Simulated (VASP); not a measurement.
# PbS (F-43m) in VASP: relaxation of cell and atoms with HSE06

Aim: the relaxation of cell and atoms of PbS with HSE06.

All numbers are computed with VASP 6.6.1; they aren't measurements. Logs are shortened: lines on timing, memory, paths and dates and some standing lists are left out, and cuts for length are marked.

## Step 1: The cell of the first run

Symmetry: F-43m, No. 216, cubic system. Conventional cell: a = 6.602 Å, b = 6.602 Å, c = 6.602 Å, α = 90.00°, β = 90.00°, γ = 90.00°. Within 3.8 Å of Pb (site symmetry -43m) lie 4 S at 2.86 Å. Within 3.8 Å of S (site symmetry -43m) lie 4 Pb at 2.86 Å.

## Step 2: Relaxation of cell and atoms, HSE06

The input, POSCAR:

```
PbS
1.0
    0.0000000000      3.3009774936      3.3009774936
    3.3009774936      0.0000000000      3.3009774936
    3.3009774936      3.3009774936      0.0000000000
Pb S
1 1
Direct
    0.0000000000      0.0000000000      0.0000000000
    0.2500000000      0.2500000000      0.2500000000
```

The input, INCAR.step1:

```
PREC     = Accurate       # precision mode
ENCUT    = 600            # plane-wave cutoff, eV
EDIFF    = 1E-5           # SCF threshold, eV
ISMEAR   = -1             # smearing method
SIGMA    = 0.02           # smearing width, eV
LREAL    = False          # projectors in reciprocal space
LASPH    = True           # aspherical terms in the spheres
NELM     = 60             # most SCF steps
ALGO     = Normal         # electronic algorithm
LWAVE    = True           # write WAVECAR
LCHARG   = False          # write CHGCAR
GGA      = PE             # functional
NBANDS   = 17             # bands
```

The input, INCAR.step2:

```
PREC     = Accurate       # precision mode
ENCUT    = 600            # plane-wave cutoff, eV
EDIFF    = 1E-6           # SCF threshold, eV
ISMEAR   = -1             # smearing method
SIGMA    = 0.02           # smearing width, eV
LREAL    = False          # projectors in reciprocal space
LASPH    = True           # aspherical terms in the spheres
NELM     = 60             # most SCF steps
ALGO     = Normal         # electronic algorithm
ISIF     = 3              # what is computed and relaxed
LWAVE    = False          # write WAVECAR
LCHARG   = False          # write CHGCAR
GGA      = PE             # functional
LHFCALC  = True           # exact exchange
HFSCREEN = 0.2079         # screening, 1/A
PRECFOCK = Normal       
IBRION   = 2              # ionic algorithm
NSW      = 80             # ionic steps
EDIFFG   = -0.005         # ionic threshold
ISTART   = 1
```

The input, KPOINTS:

```
regular mesh
0
Gamma
  4 4 4
```

Potentials or basis: VASP PAW PBE potentials, release 64 (Pb_d, S).

Command:

```bash
$ cat potpaw_PBE.64/Pb_d/POTCAR potpaw_PBE.64/S/POTCAR > POTCAR
$ cp INCAR.step1 INCAR
$ mpirun -np 1 vasp_std > vasp.out
$ cp INCAR.step2 INCAR
$ mpirun -np 1 vasp_std > vasp.out
```

OUTCAR:

```text
PREC = Accurate
   ENCUT = 600
   EDIFF = 1E-6
   ISMEAR = -1
   LREAL = False
   LASPH = True
   NELM = 60
   ISIF = 3
   GGA = PE
   LHFCALC = True
   HFSCREEN = 0.2079
   PRECFOCK = Normal
   IBRION = 2
   NSW = 80
   EDIFFG = -0.005
   ISTART = 1

 ion  position               nearest neighbor table
   1  0.000  0.000  0.000-   2 2.86   2 2.86   2 2.86   2 2.86
   2  0.250  0.250  0.250-   1 2.86   1 2.86   1 2.86   1 2.86

  LATTYP: Found a face centered cubic cell.
 ALAT       =     6.6019549872

  Lattice vectors:

 A1 = (   0.0000000000,   3.3009774936,   3.3009774936)
 A2 = (   3.3009774936,   0.0000000000,   3.3009774936)
 A3 = (   3.3009774936,   3.3009774936,   0.0000000000)

Analysis of symmetry for initial positions (statically):
=====================================================================
 Subroutine PRICEL returns:
 Original cell was already a primitive cell.

 Routine SETGRP: Setting up the symmetry group for a
 face centered cubic supercell.

 Subroutine GETGRP returns: Found 24 space group operations
 (whereof 24 operations were pure point group operations)
 out of a pool of 48 trial point group operations.

The static configuration has the point symmetry T_d .

Analysis of symmetry for dynamics (positions and initial velocities):
=====================================================================
 Subroutine PRICEL returns:
 Original cell was already a primitive cell.

 Routine SETGRP: Setting up the symmetry group for a
 face centered cubic supercell.

 Subroutine GETGRP returns: Found 24 space group operations
 (whereof 24 operations were pure point group operations)
 out of a pool of 48 trial point group operations.

The dynamic configuration has the point symmetry T_d .

 Subroutine INISYM returns: Found 24 space group operations
 (whereof 24 operations are pure point group operations),
 and found     1 'primitive' translations

----------------------------------------------------------------------------------------

                                     Primitive cell

  volume of cell :      71.9379

  direct lattice vectors                    reciprocal lattice vectors
     0.000000000  3.300977494  3.300977494    -0.151470284  0.151470284  0.151470284
     3.300977494  0.000000000  3.300977494     0.151470284 -0.151470284  0.151470284
     3.300977494  3.300977494  0.000000000     0.151470284  0.151470284 -0.151470284

  length of vectors
     4.668287141  4.668287141  4.668287141     0.262354229  0.262354229  0.262354229

  position of ions in fractional coordinates (direct lattice)
     0.000000000  0.000000000  0.000000000
     0.250000000  0.250000000  0.250000000

  ion indices of the primitive-cell ions
   primitive index   ion index
                 1           1
                 2           2

----------------------------------------------------------------------------------------

 KPOINTS: regular mesh

Automatic generation of k-mesh.
 Grid dimensions read from file:
 generate k-points for:    4    4    4

 Generating k-lattice:

  Cartesian coordinates                     Fractional coordinates (reciprocal lattice)
    -0.037867571  0.037867571  0.037867571     0.250000000  0.000000000  0.000000000
     0.037867571 -0.037867571  0.037867571     0.000000000  0.250000000  0.000000000
     0.037867571  0.037867571 -0.037867571     0.000000000  0.000000000  0.250000000

  Length of vectors
     0.065588557  0.065588557  0.065588557

  Shift w.r.t. Gamma in fractional coordinates (k-lattice)
     0.000000000  0.000000000  0.000000000

 Subroutine IBZKPT returns following result:
 ===========================================

 Found      8 irreducible k-points:

 Following reciprocal coordinates:
            Coordinates               Weight
  0.000000  0.000000  0.000000      1.000000
  0.250000  0.000000  0.000000      8.000000
  0.500000  0.000000  0.000000      4.000000
  0.250000  0.250000  0.000000      6.000000
  0.500000  0.250000  0.000000     24.000000
 -0.250000  0.250000  0.000000     12.000000
  0.500000  0.500000  0.000000      3.000000
 -0.250000  0.500000  0.250000      6.000000
   k-points           NKPTS =      8   k-points in BZ     NKDIM =     64   number of bands    NBANDS=     14
   number of dos      NEDOS =    301   number of ions     NIONS =      2
   total plane-waves  NPLWV =  64000
   dimension x,y,z NGX =    40 NGY =   40 NGZ =   40
   dimension x,y,z NGXF=    80 NGYF=   80 NGZF=   80
   ions per type =               1   1
   NGX,Y,Z   is equivalent  to a cutoff of  14.24, 14.24, 14.24 a.u.
   NGXF,Y,Z  is equivalent  to a cutoff of  28.49, 28.49, 28.49 a.u.
 SYSTEM =  unknown system
   PREC   = accura    normal or accurate (medium, high low for compatibility)
   ISTART =      1    job   : 0-new  1-cont  2-samecut
   ICHARG =      0    charge: 1-file 2-atom 10-const
   ISPIN  =      1    spin polarized calculation?
   LNONCOLLINEAR =      F non collinear calculations
   LSORBIT =      F    spin-orbit coupling
   LASPH  =      T    aspherical Exc in radial PAW
   ENCUT  =  600.0 eV  44.10 Ry    6.64 a.u.   9.32  9.32  9.32*2*pi/ulx,y,z
   NELM   =     60;   NELMIN=  2; NELMDL=  0     # of ELM steps
   EDIFF  = 0.1E-05   stopping-criterion for ELM
   LREAL  =      F    real-space projection
   EDIFFG = -.5E-02   stopping-criterion for IOM
   NSW    =     80    number of steps for IOM
   IBRION =      2    ionic relax: 0-MD 1-quasi-New 2-CG
   NFREE  =      1    steps in history (QN), initial steepest desc. (CG)
   ISIF   =      3    stress and relaxation
   ISYM   =      3    0-nonsym 1-usesym 2-fastsym
   POTIM  = 0.5000    time-step for ionic-motion
   TEBEG  =    0.0;   TEEND  =   0.0 temperature during run
   PSTRESS=    0.0 pullay stress
   NELECT =      20.0000    total number of electrons
   NUPDOWN=      -1.0000    fix difference up-down
   EMIN   =  10.00;   EMAX   =-10.00  energy-range for DOS
   EFERMI =   0.00;   METHOD = LEGACY
   ISMEAR =    -1;   SIGMA  =   0.02  broadening in eV -4-tet -1-fermi 0-gaus
   EFERMI_NEDOS =   21; number of points for ismear=-14 and -15
   IALGO  =     38    algorithm
   IMIX   =      1    mixing-type and parameters
     AMIX     =   0.40;   BMIX     =  1.00
     AMIX_MAG =   1.60;   BMIX_MAG =  1.00
  volume/ion in A,a.u.               =      35.97       242.73
  Fermi-wavevector in a.u.,A,eV,Ry     =   1.068478  2.019131 15.533028  1.141645
  Thomas-Fermi vector in A             =   2.204127
   LORBIT       =      0    0 simple, 1 ext, 2 COOP (PROOUT), +10 PAW based schemes
   GGA     = PE    functional components
   LHFCALC =     T    Hartree Fock is set to
   PRECFOCK=normal    Normal, Fast or Accurate (Low or Medium for compatibility)
   ENCUT4O =  -1.0   cutoff for four orbital integrals eV
   NKREDX  =     1    reduce k-point grid by
   NKREDY  =     1    reduce k-point grid by
   NKREDZ  =     1    reduce k-point grid by
   AEXX    =    0.2500 exact exchange contribution
   HFSCREEN=    0.2079 screening length (either q_TF or 0.3 A-1)
   HFSCREENC=   0.2079 screening length for correlation (either q_TF or 0.3 A-1)
   ENCUTFOCK=  -1.0 apply spherical cutoff to Coloumb kernel
   IVDW    =     0    specifies the selected vdW correction
   LEPSILON=     F    determine dielectric tensor
   LRPA    =     F    only Hartree local field effects (RPA)
 conjugate gradient relaxation of ions
 non-spin polarized calculation
  energy-cutoff  :      600.00
  volume of cell :       71.94
 maximum number of plane-waves:      2421
 NGX is ok and might be reduce to    40
  NGX = 28; NGY = 28; NGZ = 28

--------------------------------------- Ionic step        1  -------------------------------------------

 number of electron      20.0000002 magnetization

 Free energy of the ion-electron system (eV)
  ---------------------------------------------------
  ext. energy  EPLUGINS =         0.00000000
  ---------------------------------------------------
  free energy    TOTEN  =        -9.98380366 eV

  energy without entropy =       -9.98380366  energy(sigma->0) =       -9.98380366

------------------------ aborting loop because EDIFF is reached ----------------------------------------

  FORCE on cell =-STRESS in cart. coord.  units (eV):
  Direction    XX          YY          ZZ          XY          YZ          ZX
  --------------------------------------------------------------------------------------
  -------------------------------------------------------------------------------------
  Total        0.0206614      0.0206614      0.0206614      0.0000000      0.0000000      0.0000000
  in kB        0.4601643      0.4601643      0.4601643      0.0000000      0.0000000      0.0000000
  external PRESSURE =       0.4601643 kB  Pullay stress =       0.0000000 kB
[... 201 lines left out ...]
  energy  without entropy=       -9.9838318076  energy(sigma->0) =       -9.98383181

--------------------------------------- Ionic step        7  -------------------------------------------

 number of electron      20.0000001 magnetization

 Free energy of the ion-electron system (eV)
  ---------------------------------------------------
  ext. energy  EPLUGINS =         0.00000000
  ---------------------------------------------------
  free energy    TOTEN  =        -9.98383228 eV

  energy without entropy =       -9.98383228  energy(sigma->0) =       -9.98383228

 E-fermi :   2.9614     XC(G=0):  -6.6339

 val. band max:        2.5216457453   @ k =  -0.2500   0.5000   0.2500
 cond. band min:       3.8202988025   @ k =   0.5000   0.5000   0.0000
 fundamental gap:      1.2986530572
 Fermi energy:         2.9613702367

 k-point     1 :       0.0000    0.0000    0.0000
  band No.  band energies     occupation
      1     -15.8505      2.00000
      2     -15.8505      2.00000
      3     -15.8505      2.00000
      4     -15.8060      2.00000
      5     -15.8060      2.00000
      6     -11.4968      2.00000
      7      -3.7809      2.00000
      8       0.4954      2.00000
      9       0.4954      2.00000
     10       0.4954      2.00000
     11       5.6356      0.00000
     12       5.6356      0.00000
     13       5.6356      0.00000
     14       8.4265      0.00000
[... 146 lines left out ...]
  FREE ENERGIE OF THE ION-ELECTRON SYSTEM (eV)
  ---------------------------------------------------
  free  energy   TOTEN  =        -9.9838322788 eV

  energy  without entropy=       -9.9838322788  energy(sigma->0) =       -9.98383228

 reached required accuracy - stopping structural energy minimisation
```

Wall time 49 min (1 thread of Intel Xeon Platinum 8259CL at 2.50GHz (Skylake/Cascade Lake), shared host); peak memory 0.36 GiB.

Results:

```
Free energy                           : -9.9838 eV
Relaxed volume                        : 36.03 Å³/atom
Relaxed cell                          : a = 4.671 Å, b = 4.671 Å, c = 4.671 Å, α = 60.00°, β = 60.00°, γ = 60.00°
Space group after relaxing (to 0.1 Å) : F-43m (No. 216)
Energy gained by relaxing             : 0.0 meV/atom
Ionic steps                           : 7
Pressure after relaxing               : 0.0 GPa
Band gap on the k mesh                : 1.30 eV (least direct gap 1.82 eV)
```

Final structure:
```
Pb S
1.0
     0.00000    3.30285    3.30285
     3.30285    0.00000    3.30285
     3.30285    3.30285    0.00000
Pb S
1 1
Cartesian
  0.0000 0.0000 0.0000
  1.6514 1.6514 1.6514
```

Caveat: the structure was generated, so it needn't be the stable form of PbS; the PAW data sets were made with another functional, which shifts forces and pressure a little; spin-orbit coupling is left out, which moves the levels of the heavy elements. A k mesh can miss the band edges.
